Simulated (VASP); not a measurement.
Crystal: NbTe (zincblende type).

```xyz
2
Lattice="0.0000 3.1072 3.1072 3.1072 0.0000 3.1072 3.1072 3.1072 0.0000" Properties=species:S:1:pos:R:3 pbc="T T T"
Nb    0.0000    0.0000    0.0000
Te    1.5536    1.5536    1.5536
```

| Quantity | Value |
| --- | --- |
| Program | VASP 6.6.1 |
| Task | relaxation of cell and atoms |
| Functional | LDA |
| Potentials or basis | VASP PAW LDA potentials, release 64 (Nb_sv, Te) |
| Cutoff | 600 eV |
| k mesh | 12 × 12 × 12 |
| Occupations | fermi-dirac, width 0.1 eV |
| Spin | no spin polarisation |

At the start: pressure -2.0 GPa; volume 30.00 Å³/atom.

Question: Where does the relaxation end?

Answer: Over 3 steps the energy falls by 4.8 meV/atom and the volume is 29.24 Å³/atom (-2.5 %); space group F-43m (No. 216, to 0.05 Å).

Step by step:
| step | energy change (eV) | largest force (eV/Å) | pressure (GPa) | volume (Å³) |
| --- | --- | --- | --- | --- |
| 1 | 0.0000 | 0.0000 | -1.97 | 60.00 |
| 2 | 0.0023 | 0.0000 | 2.43 | 56.86 |
| 3 | -0.0096 | 0.0000 | -0.01 | 58.48 |

Final structure:
```xyz
2
Lattice="0.0000 3.0808 3.0808 3.0808 0.0000 3.0808 3.0808 3.0808 0.0000" Properties=species:S:1:pos:R:3 pbc="T T T"
Nb    0.0000    0.0000    0.0000
Te    1.5404    1.5404    1.5404
```
